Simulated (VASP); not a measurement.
# CuI (P4/nmm) in VASP: notebook, part 2 of 2

VASP 6.6.1. Earlier steps stand in the parts before.

### Step 3. Single point, PBEsol (26.30 Å³/atom)

This run uses another cell than the first one, of 26.30 Å³/atom.

The input, INCAR:

```
SYSTEM = CuI
  PREC = Accurate
  ENCUT = 520
  EDIFF = 1E-7
  ISMEAR = -1
  SIGMA = 0.05
  LREAL = .FALSE.
  LASPH = .TRUE.
  NELM = 60
  ALGO = Normal
  ISIF = 2
  LWAVE = .FALSE.
  LCHARG = .FALSE.
  GGA = PS
  NBANDS = 26
```

The input, KPOINTS:

```
regular mesh
0
G
  7 7 4
  0 0 0
```

The input, POSCAR:

```
CuI
1.0
    4.0349164921      0.0000000000      0.0000000000
    0.0000000000      4.0349164921      0.0000000000
    0.0000000000      0.0000000000      6.4629139691
I Cu
2 2
Direct
    0.0000000000      0.5000000000      0.7430343600
    0.5000000000      0.0000000000      0.2569656400
    0.0000000000      0.0000000000      0.0000000000
    0.5000000000      0.5000000000      0.0000000000
```

Potentials or basis: VASP PAW PBE potentials, release 64 (I, Cu).

Started as:

```sh
$ cat potpaw_PBE.64/I/POTCAR potpaw_PBE.64/Cu/POTCAR > POTCAR
$ mpirun -np 1 vasp_std > vasp.out
```

OUTCAR:

```text
SYSTEM = CuI
   PREC = Accurate
   ENCUT = 520
   EDIFF = 1E-7
   ISMEAR = -1
   LREAL = .FALSE.
   LASPH = .TRUE.
   NELM = 60
   ISIF = 2
   GGA = PS

 ion  position               nearest neighbor table
   1  0.000  0.500  0.743-   3 2.61   4 2.61   3 2.61   4 2.61
   2  0.500  0.000  0.257-   3 2.61   4 2.61   4 2.61   3 2.61
   3  0.000  0.000  0.000-   1 2.61   2 2.61   1 2.61   2 2.61
   4  0.500  0.500  0.000-   1 2.61   2 2.61   2 2.61   1 2.61

  LATTYP: Found a simple tetragonal cell.
 ALAT       =     4.0349164921
 C/A-ratio  =     1.6017466487

  Lattice vectors:

 A1 = (   4.0349164921,   0.0000000000,   0.0000000000)
 A2 = (   0.0000000000,   4.0349164921,   0.0000000000)
 A3 = (   0.0000000000,   0.0000000000,   6.4629139691)

Analysis of symmetry for initial positions (statically):
=====================================================================
 Subroutine PRICEL returns:
 Original cell was already a primitive cell.

 Routine SETGRP: Setting up the symmetry group for a
 simple tetragonal supercell.

 Subroutine GETGRP returns: Found 16 space group operations
 (whereof  8 operations were pure point group operations)
 out of a pool of 16 trial point group operations.

The static configuration has the point symmetry D_2d.
 The point group associated with its full space group is D_4h.

Analysis of symmetry for dynamics (positions and initial velocities):
=====================================================================
 Subroutine PRICEL returns:
 Original cell was already a primitive cell.

 Routine SETGRP: Setting up the symmetry group for a
 simple tetragonal supercell.

 Subroutine GETGRP returns: Found 16 space group operations
 (whereof  8 operations were pure point group operations)
 out of a pool of 16 trial point group operations.

The dynamic configuration has the point symmetry D_2d.
 The point group associated with its full space group is D_4h.

 Subroutine INISYM returns: Found 16 space group operations
 (whereof  8 operations are pure point group operations),
 and found     1 'primitive' translations

----------------------------------------------------------------------------------------

                                     Primitive cell

  volume of cell :     105.2198

  direct lattice vectors                    reciprocal lattice vectors
     4.034916492  0.000000000  0.000000000     0.247836604  0.000000000  0.000000000
     0.000000000  4.034916492  0.000000000     0.000000000  0.247836604  0.000000000
     0.000000000  0.000000000  6.462913969     0.000000000  0.000000000  0.154728967

  length of vectors
     4.034916492  4.034916492  6.462913969     0.247836604  0.247836604  0.154728967

  position of ions in fractional coordinates (direct lattice)
     0.000000000  0.500000000  0.743034360
     0.500000000  0.000000000  0.256965640
     0.000000000  0.000000000  0.000000000
     0.500000000  0.500000000  0.000000000

  ion indices of the primitive-cell ions
   primitive index   ion index
                 1           1
                 2           2
                 3           3
                 4           4

----------------------------------------------------------------------------------------

 KPOINTS: regular mesh

Automatic generation of k-mesh.
 Grid dimensions read from file:
 generate k-points for:    7    7    4

 Generating k-lattice:

  Cartesian coordinates                     Fractional coordinates (reciprocal lattice)
     0.035405229  0.000000000  0.000000000     0.142857143  0.000000000  0.000000000
     0.000000000  0.035405229  0.000000000     0.000000000  0.142857143  0.000000000
     0.000000000  0.000000000  0.038682242     0.000000000  0.000000000  0.250000000

  Length of vectors
     0.035405229  0.035405229  0.038682242

  Shift w.r.t. Gamma in fractional coordinates (k-lattice)
     0.000000000  0.000000000  0.000000000

 Subroutine IBZKPT returns following result:
 ===========================================

 Found     30 irreducible k-points:

 Following reciprocal coordinates:
            Coordinates               Weight
  0.000000  0.000000  0.000000      1.000000
  0.142857  0.000000  0.000000      4.000000
  0.285714  0.000000  0.000000      4.000000
  0.428571  0.000000  0.000000      4.000000
  0.142857  0.142857  0.000000      4.000000
  0.285714  0.142857  0.000000      8.000000
[... 16 lines left out ...]
  0.285714  0.000000  0.500000      4.000000
  0.428571  0.000000  0.500000      4.000000
 [... further k-points ...]
   k-points           NKPTS =     30   k-points in BZ     NKDIM =     30   number of bands    NBANDS=     26
   number of dos      NEDOS =    301   number of ions     NIONS =      4
   total plane-waves  NPLWV =  43200
   dimension x,y,z NGX =    30 NGY =   30 NGZ =   48
   dimension x,y,z NGXF=    60 NGYF=   60 NGZF=   96
   ions per type =               2   2
   NGX,Y,Z   is equivalent  to a cutoff of  12.36, 12.36, 12.35 a.u.
   NGXF,Y,Z  is equivalent  to a cutoff of  24.72, 24.72, 24.69 a.u.
 SYSTEM =  CuI
   PREC   = accura    normal or accurate (medium, high low for compatibility)
   ISTART =      0    job   : 0-new  1-cont  2-samecut
   ICHARG =      2    charge: 1-file 2-atom 10-const
   ISPIN  =      1    spin polarized calculation?
   LNONCOLLINEAR =      F non collinear calculations
   LSORBIT =      F    spin-orbit coupling
   LASPH  =      T    aspherical Exc in radial PAW
   ENCUT  =  520.0 eV  38.22 Ry    6.18 a.u.   7.50  7.50 12.02*2*pi/ulx,y,z
   NELM   =     60;   NELMIN=  2; NELMDL= -5     # of ELM steps
   EDIFF  = 0.1E-06   stopping-criterion for ELM
   LREAL  =      F    real-space projection
   EDIFFG = 0.1E-05   stopping-criterion for IOM
   NSW    =      0    number of steps for IOM
   IBRION =     -1    ionic relax: 0-MD 1-quasi-New 2-CG
   NFREE  =      0    steps in history (QN), initial steepest desc. (CG)
   ISIF   =      2    stress and relaxation
   ISYM   =      2    0-nonsym 1-usesym 2-fastsym
   POTIM  = 0.5000    time-step for ionic-motion
   TEBEG  =    0.0;   TEEND  =   0.0 temperature during run
   PSTRESS=    0.0 pullay stress
   NELECT =      36.0000    total number of electrons
   NUPDOWN=      -1.0000    fix difference up-down
   EMIN   =  10.00;   EMAX   =-10.00  energy-range for DOS
   EFERMI =   0.00;   METHOD = LEGACY
   ISMEAR =    -1;   SIGMA  =   0.05  broadening in eV -4-tet -1-fermi 0-gaus
   EFERMI_NEDOS =   21; number of points for ismear=-14 and -15
   IALGO  =     38    algorithm
   IMIX   =      4    mixing-type and parameters
     AMIX     =   0.40;   BMIX     =  1.00
     AMIX_MAG =   1.60;   BMIX_MAG =  1.00
  volume/ion in A,a.u.               =      26.30       177.51
  Fermi-wavevector in a.u.,A,eV,Ry     =   1.145011  2.163758 17.837936  1.311051
  Thomas-Fermi vector in A             =   2.281701
   LORBIT       =      0    0 simple, 1 ext, 2 COOP (PROOUT), +10 PAW based schemes
   GGA     = PS    functional components
   LHFCALC =     F    Hartree Fock is set to
   AEXX    =    0.0000 exact exchange contribution
   IVDW    =     0    specifies the selected vdW correction
   LEPSILON=     F    determine dielectric tensor
   LRPA    =     F    only Hartree local field effects (RPA)
 non-spin polarized calculation
  energy-cutoff  :      520.00
  volume of cell :      105.22
 maximum number of plane-waves:      2868
 NGX is ok and might be reduce to    30
   NGX = 15   NGY = 15   NGZ = 25

 number of electron      36.0000002 magnetization

 Free energy of the ion-electron system (eV)
  ---------------------------------------------------
  ext. energy  EPLUGINS =         0.00000000
  ---------------------------------------------------
  free energy    TOTEN  =       -12.64200479 eV

  energy without entropy =      -12.64200479  energy(sigma->0) =      -12.64200479

 E-fermi :   5.5777     XC(G=0):  -9.3528

 val. band max:        4.7532583934   @ k =   0.0000   0.0000   0.0000
 cond. band min:       6.3237338558   @ k =   0.0000   0.0000   0.0000
 fundamental gap:      1.5704754624
 Fermi energy:         5.5777045104

 k-point     1 :       0.0000    0.0000    0.0000
  band No.  band energies     occupation
      1      -9.4199      2.00000
      2      -8.6524      2.00000
      3      -1.3083      2.00000
      4       0.7514      2.00000
      5       0.9582      2.00000
      6       0.9582      2.00000
[... 685 lines left out ...]
     25      12.2833      0.00000
     26      12.9720      0.00000

 [... further k-points ...]

------------------------ aborting loop because EDIFF is reached ----------------------------------------

  FORCE on cell =-STRESS in cart. coord.  units (eV):
  Direction    XX          YY          ZZ          XY          YZ          ZX
  --------------------------------------------------------------------------------------
  -------------------------------------------------------------------------------------
  Total        0.1131224      0.1131224      0.4588174      0.0000000      0.0000000     -0.0000000
  in kB        1.7225101      1.7225101      6.9863927      0.0000000      0.0000000     -0.0000000
  external PRESSURE =       3.4771377 kB  Pullay stress =       0.0000000 kB

 VOLUME and BASIS-vectors are now :
 -----------------------------------------------------------------------------
  energy-cutoff  :      520.00
  volume of cell :      105.22
      direct lattice vectors                 reciprocal lattice vectors
     4.034916492  0.000000000  0.000000000     0.247836604  0.000000000  0.000000000
     0.000000000  4.034916492  0.000000000     0.000000000  0.247836604  0.000000000
     0.000000000  0.000000000  6.462913969     0.000000000  0.000000000  0.154728967

 POSITION                                       TOTAL-FORCE (eV/Angst)
 -----------------------------------------------------------------------------------
      0.00000      2.01746      4.80217         0.000000      0.000000     -0.159468
      2.01746      0.00000      1.66075         0.000000     -0.000000      0.159468
      0.00000      0.00000      0.00000         0.000000     -0.000000      0.000000
      2.01746      2.01746      0.00000         0.000000      0.000000      0.000000
 -----------------------------------------------------------------------------------
    total drift:                                0.000000      0.000000      0.000000

  FREE ENERGIE OF THE ION-ELECTRON SYSTEM (eV)
  ---------------------------------------------------
  free  energy   TOTEN  =       -12.6420047912 eV

  energy  without entropy=      -12.6420047854  energy(sigma->0) =      -12.64200479
```

OSZICAR:

```text
N       E                     dE             d eps       ncg     rms          rms(c)
DAV:   1     0.276223786430E+03    0.27622E+03   -0.15119E+04  1560   0.151E+03
DAV:   2     0.141358774416E+02   -0.26209E+03   -0.24899E+03  1564   0.316E+02
DAV:   3    -0.121065950349E+02   -0.26242E+02   -0.25557E+02  2048   0.122E+02
DAV:   4    -0.134342637816E+02   -0.13277E+01   -0.13233E+01  2088   0.247E+01
DAV:   5    -0.134953051700E+02   -0.61041E-01   -0.61031E-01  2470   0.501E+00    0.106E+01
DAV:   6    -0.132385393269E+02    0.25677E+00   -0.12113E+01  1846   0.782E+01    0.702E+00
DAV:   7    -0.126441425523E+02    0.59440E+00   -0.30144E+00  1902   0.511E+01    0.339E+00
DAV:   8    -0.126617681732E+02   -0.17626E-01   -0.30013E-01  2516   0.784E+00    0.101E+00
DAV:   9    -0.126417078857E+02    0.20060E-01   -0.94636E-02  2156   0.749E+00    0.521E-01
DAV:  10    -0.126426555952E+02   -0.94771E-03   -0.57876E-03  2406   0.131E+00    0.360E-01
DAV:  11    -0.126419592890E+02    0.69631E-03   -0.25735E-03  2164   0.134E+00    0.124E-01
DAV:  12    -0.126419951050E+02   -0.35816E-04   -0.54383E-04  1732   0.118E-01    0.233E-02
DAV:  13    -0.126420008245E+02   -0.57195E-05   -0.20765E-05  2464   0.412E-02    0.160E-02
DAV:  14    -0.126420046232E+02   -0.37987E-05   -0.86418E-06  2012   0.424E-02    0.184E-02
DAV:  15    -0.126420047267E+02   -0.10345E-06   -0.14085E-06  2292   0.267E-02    0.608E-03
DAV:  16    -0.126420047912E+02   -0.64568E-07   -0.10767E-07  1370   0.732E-03
   1 F= -.12642005E+02 E0= -.12642005E+02  d E =-.585242E-08
```

stdout:

```text
POSCAR found type information on POSCAR I Cu
 POSCAR found :  2 types and       4 ions
 scaLAPACK will be used
 -----------------------------------------------------------------------------
|                                                                             |
|                                                                             |
|     You enforced a specific xc type in the INCAR file but a different       |
|     I HOPE YOU KNOW WHAT YOU ARE DOING!                                     |
|                                                                             |
 -----------------------------------------------------------------------------

 LDA part: xc-table for (Slater+PW92), standard interpolation
 POSCAR, INCAR and KPOINTS ok, starting setup
 FFT: planning ... GRIDC
 FFT: planning ... GRID_SOFT
 FFT: planning ... GRID
 WAVECAR not read
 entering main loop
```

Wall time 37 s (1 thread of Intel Xeon 6975P-C (Granite Rapids), shared host); peak memory 0.23 GiB.

Results:

| Quantity | Value |
| --- | --- |
| Free energy | -12.6420 eV |
| Pressure | 0.3 GPa |
| Largest force | 0.159 eV/Å |
| Band gap on the k mesh | 1.57 eV |

Forces on the atoms (eV/Å):
```
I    0.000  0.000 -0.159
I    0.000  0.000  0.159
Cu   0.000  0.000  0.000
Cu   0.000  0.000  0.000
```

Caveat: the PAW data sets were made with another functional, which shifts forces and pressure a little; spin-orbit coupling is left out, which moves the levels of the heavy elements; this functional lacks dispersion, which binds layers or chains, so the pressure and a relaxed spacing across them are unreliable.

### Step 4. Single point, PBEsol

This run uses another cell than the first one, of 27.40 Å³/atom.

The input, INCAR:

```
SYSTEM = CuI
  PREC = Accurate
  ENCUT = 520
  EDIFF = 1E-6
  ISMEAR = -1
  SIGMA = 0.05
  LREAL = .False.
  LASPH = .True.
  NELM = 60
  ALGO = Normal
  ISIF = 2
  LWAVE = .False.
  LCHARG = .False.
  GGA = PS
  NBANDS = 26
```

The input, KPOINTS:

```
regular mesh
0
Gamma
  7 7 4
  0 0 0
```

The input, POSCAR:

```
CuI
1.0
    4.0901961900      0.0000000000      0.0000000000
    0.0000000000      4.0901961900      0.0000000000
    0.0000000000      0.0000000000      6.5514580400
I Cu
2 2
Direct
    0.0000000000      0.5000000000      0.7430343600
    0.5000000000      0.0000000000      0.2569656400
    0.0000000000      0.0000000000      0.0000000000
    0.5000000000      0.5000000000      0.0000000000
```

Started as:

```sh
$ cat potpaw_PBE.64/I/POTCAR potpaw_PBE.64/Cu/POTCAR > POTCAR
$ mpirun -np 1 vasp_std > vasp.out
```

Wall time 2.1 min (1 thread of Intel Xeon 8259CL, shared host); peak memory 0.24 GiB.

Results (log left out):

| Item | Value |
| --- | --- |
| Free energy | -12.6249 eV |
| Pressure | -1.5 GPa |
| Largest force | 0.215 eV/Å |
| Band gap on the k mesh | 1.50 eV |

Forces on the atoms (eV/Å):
```
I    0.000  0.000  0.215
I    0.000  0.000 -0.215
Cu   0.000  0.000  0.000
Cu   0.000  0.000  0.000
```

Stress tensor (GPa, compression positive):
```
-1.62  0.00  0.00
 0.00 -1.62  0.00
 0.00  0.00 -1.22
```

Levels at points of the mesh, in eV from the valence-band top:
| k point | band 15 | band 16 | band 17 | band 18 | band 19 | band 20 | band 21 | band 22 |
| --- | --- | --- | --- | --- | --- | --- | --- | --- |
| (0.00, 0.00, 0.00) | -1.16 | -0.79 | 0.00 | 0.00 | 1.50 | 3.00 | 3.27 | 4.94 |
| (0.00, 0.00, 0.50) | -1.30 | -1.16 | -0.28 | -0.28 | 3.19 | 3.19 | 3.39 | 4.35 |

Caveat: the PAW data sets were made with another functional, which shifts forces and pressure a little; spin-orbit coupling is left out, which moves the levels of the heavy elements; this functional lacks dispersion, which binds layers or chains, so the pressure and a relaxed spacing across them are unreliable.

### Step 5. Single point, PBEsol

This run uses another cell than the first one, of 27.40 Å³/atom.

The input, INCAR:

```
SYSTEM = CuI
  PREC = Accurate
  ENCUT = 520
  EDIFF = 1E-6
  ISMEAR = -1
  SIGMA = 0.05
  LREAL = .False.
  LASPH = .True.
  NELM = 100
  ALGO = Normal
  ISIF = 2
  LWAVE = .False.
  LCHARG = .True.
  GGA = PS
  LELF = .True.
  LVHAR = .True.
  NBANDS = 26
```

The input, KPOINTS:

```
Automatic mesh
0
Gamma
  5 5 3
  0 0 0
```

POSCAR is that of step 4.

Started as:

```sh
$ cat potpaw_PBE.64/I/POTCAR potpaw_PBE.64/Cu/POTCAR > POTCAR
$ mpirun -np 1 vasp_std > vasp.out
```

Wall time 55 s (1 thread of Intel Xeon Platinum 8375C at 2.90GHz (Ice Lake), shared host); peak memory 0.2 GiB.

It converged, with:

* Free energy: -12.6169 eV
* Pressure: -1.4 GPa
* Largest force: 0.211 eV/Å
* Band gap on the k mesh: 1.50 eV

Forces on the atoms (eV/Å):
```
I    0.000  0.000  0.211
I    0.000  0.000 -0.211
Cu   0.000  0.000  0.000
Cu   0.000  0.000  0.000
```

Stress tensor (GPa, compression positive):
```
-1.57  0.00  0.00
 0.00 -1.57  0.00
 0.00  0.00 -1.21
```

Levels at points of the mesh, in eV from the valence-band top:
```tsv
k point	band 16	band 17	band 18	band 19	band 20	band 21
(0.00, 0.00, 0.00)	-0.79	0.00	0.00	1.50	3.00	3.27
```

Caveat: the PAW data sets were made with another functional, which shifts forces and pressure a little; spin-orbit coupling is left out, which moves the levels of the heavy elements; this functional lacks dispersion, which binds layers or chains, so the pressure and a relaxed spacing across them are unreliable.

### Step 6. Single point, PBEsol, non-collinear spin, zero start, spin-orbit coupling

This run uses another cell than the first one, of 27.40 Å³/atom.

The input, INCAR:

```
SYSTEM = CuI
  ALGO = Normal
  EDIFF = 1E-6
  ENCUT = 520
  GGA = PS
  GGA_COMPAT = .False.
  ISIF = 2
  ISMEAR = -1
  LASPH = .True.
  LCHARG = .False.
  LMAXMIX = 4
  LORBIT = 11
  LORBMOM = .True.
  LREAL = .False.
  LSORBIT = .True.
  LWAVE = .False.
  MAGMOM = 0 0 0 0 0 0 0 0 0 0 0 0
  NBANDS = 50
  NELM = 150
  PREC = Accurate
  SIGMA = 0.05
```

The input, KPOINTS:

```
k-points
0
Gamma
  5 5 3
  0 0 0
```

POSCAR is that of step 5.

Potentials or basis: VASP PAW PBE potentials, release 64 (I, Cu).

Started as:

```sh
$ cat potpaw_PBE.64/I/POTCAR potpaw_PBE.64/Cu/POTCAR > POTCAR
$ mpirun -np 1 vasp_ncl > vasp.out
```

Run time: 3 min. Hardware: 1 thread of Intel Xeon Platinum 8375C at 2.90GHz (Ice Lake), shared host; peak memory 0.42 GiB.

The run converged. Its results:

* Free energy: -12.8860 eV
* Pressure: -1.5 GPa
* Largest force: 0.183 eV/Å
* Net moment: 0.00 μB per cell
* Valence electrons inside the program's atomic spheres: I 4.28; Cu 9.92

Forces on the atoms (eV/Å):
```
I    0.000  0.000  0.183
I    0.000  0.000 -0.183
Cu   0.000  0.000  0.000
Cu   0.000  0.000  0.000
```

Stress tensor (GPa, compression positive):
```
-1.65  0.00  0.00
 0.00 -1.65  0.00
 0.00  0.00 -1.21
```

Moments on the atoms (μB; x, y, z):
```
I   0.00 0.00 0.00
I   0.00 0.00 0.00
Cu  0.00 0.00 0.00
Cu  0.00 0.00 0.00
```

Caveat: the PAW data sets were made with another functional, which shifts forces and pressure a little; this functional lacks dispersion, which binds layers or chains, so the pressure and a relaxed spacing across them are unreliable.

### Step 7. The runs side by side

| spin | cell | k mesh | gap on the mesh (eV) | pressure (GPa) | largest force (eV/Å) |
| --- | --- | --- | --- | --- | --- |
| off | a = 4.007, b = 4.007, c = 6.418 Å, 4 atoms | 7 × 7 × 4 | 1.61 | 1.5 | 0.37 |
| off | a = 4.035, b = 4.035, c = 6.463 Å, 4 atoms | 7 × 7 × 4 | 1.57 | 0.3 | 0.16 |
| off | a = 4.090, b = 4.090, c = 6.551 Å, 4 atoms | 7 × 7 × 4 | 1.50 | -1.5 | 0.21 |
| off | a = 4.090, b = 4.090, c = 6.551 Å, 4 atoms | 5 × 5 × 3 | 1.50 | -1.4 | 0.21 |
| non-collinear, zero start, SOC | a = 4.090, b = 4.090, c = 6.551 Å, 4 atoms | 5 × 5 × 3 | - | -1.5 | 0.18 |

Alike in all rows: task single point; level PBEsol; potentials or basis VASP PAW PBE potentials, release 64 (I, Cu); cutoff (eV) 520; smearing fermi-dirac 0.05 eV.

Caveats: the PAW data sets were made with another functional, which shifts forces and pressure a little; this functional lacks dispersion, which binds layers or chains, so the pressure and a relaxed spacing across them are unreliable; spin-orbit coupling is left out, which moves the levels of the heavy elements (at least some runs).

Total energies depend on the potentials used, so only differences within one code and one set of settings carry meaning.
